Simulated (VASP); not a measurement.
ZnO: relaxation of cell and atoms with r2SCAN

ZnO:

```
Zn O
1.0
     3.24931    0.00000    0.00000
    -1.62465    2.81398    0.00000
     0.00000    0.00000    5.20571
Zn O
2 2
Direct
  0.33333 0.66667 0.50000
  0.66667 0.33333 0.00000
  0.66667 0.33333 0.37901
  0.33333 0.66667 0.87901
```

- Program: VASP 6.6.1
- Task: relaxation of cell and atoms
- Functional: r2SCAN
- Potentials or basis: VASP PAW PBE potentials, release 64 (Zn, O)
- Cutoff: 600 eV
- k mesh: 12 × 12 × 8
- Occupations: fermi-dirac, width 0.1 eV
- Spin: no spin polarisation
- Dipole correction: no
- Further INCAR settings: ALGO = Normal; EDIFF = 1e-06; IBRION = 2; EDIFFG = -0.002; NSW = 100; ISIF = 3

```yaml
Relaxed_volume: 11.86 Å³/atom
Relaxed_cell: a = 3.240 Å, b = 3.240 Å, c = 5.221 Å, α = 90.00°, β = 90.00°, γ = 120.00°
Space_group_after_relaxing_to_0.1_Å: P6_3mc (No. 186)
Energy_gained_by_relaxing: 0.3 meV/atom
Ionic_steps: 20
Pressure_after_relaxing: 0.0 GPa
Band_gap_on_the_k_mesh: 1.23 eV
```

Step by step:
| step | energy change (eV) | largest force (eV/Å) | pressure (GPa) | volume (Å³) |
| --- | --- | --- | --- | --- |
| 1 | 0.0000 | 0.0657 | -0.40 | 47.60 |
| 2 | -0.0012 | 0.0288 | 0.21 | 47.39 |
| 3 | -0.0013 | 0.0092 | 0.08 | 47.44 |
| 4 | -0.0013 | 0.0045 | 0.04 | 47.45 |
| 5 | -0.0013 | 0.0061 | 0.08 | 47.44 |
| 6 | -0.0012 | 0.0092 | -0.05 | 47.48 |
| 7 | -0.0012 | 0.0095 | -0.01 | 47.47 |
| 8 | -0.0013 | 0.0036 | -0.06 | 47.48 |
| 9 | -0.0012 | 0.0008 | -0.10 | 47.48 |
| 10 | -0.0013 | 0.0016 | 0.00 | 47.48 |
| 11 | -0.0013 | 0.0011 | -0.05 | 47.48 |
| 12 | -0.0013 | 0.0012 | -0.05 | 47.48 |
| 13 | -0.0013 | 0.0015 | -0.06 | 47.48 |
| 14 | -0.0013 | 0.0021 | -0.04 | 47.47 |
| 15 | -0.0013 | 0.0031 | 0.01 | 47.47 |
| 16 | -0.0013 | 0.0043 | -0.01 | 47.46 |
| 17 | -0.0013 | 0.0078 | 0.02 | 47.45 |
| 18 | -0.0013 | 0.0051 | 0.00 | 47.46 |
| 19 | -0.0013 | 0.0021 | 0.03 | 47.46 |
| 20 | -0.0013 | 0.0014 | 0.01 | 47.46 |

Final structure:
```xyz
4
Lattice="3.2399 0.0000 0.0000 -1.6199 2.8058 0.0000 0.0000 0.0000 5.2206" Properties=species:S:1:pos:R:3 pbc="T T T"
Zn    0.0000    1.8705    2.6096
Zn    1.6199    0.9353    5.2199
O     1.6199    0.9353    1.9794
O     0.0000    1.8705    4.5897
```

Levels at points of the mesh, in eV from the valence-band top:
| k point | band 16 | band 17 | band 18 | band 19 | band 20 | band 21 |
| --- | --- | --- | --- | --- | --- | --- |
| (0.00, 0.00, 0.00) | -0.09 | 0.00 | 0.00 | 1.23 | 5.86 | 8.81 |
| (0.50, 0.00, 0.00) | -2.32 | -1.30 | -0.86 | 6.41 | 7.36 | 8.07 |
| (0.00, 0.00, 0.50) | -0.40 | -0.40 | -0.40 | 3.93 | 3.93 | 10.81 |
| (0.50, 0.00, 0.50) | -1.54 | -1.41 | -1.41 | 6.24 | 6.24 | 9.15 |

It took 35 min on 1 thread of Intel(R) Xeon(R) 6975P-C (Granite Rapids) (shared host), peak memory 0.27 GiB.

Caveat: the PAW data sets were made with another functional, which shifts forces and pressure a little. A k mesh can miss the band edges.
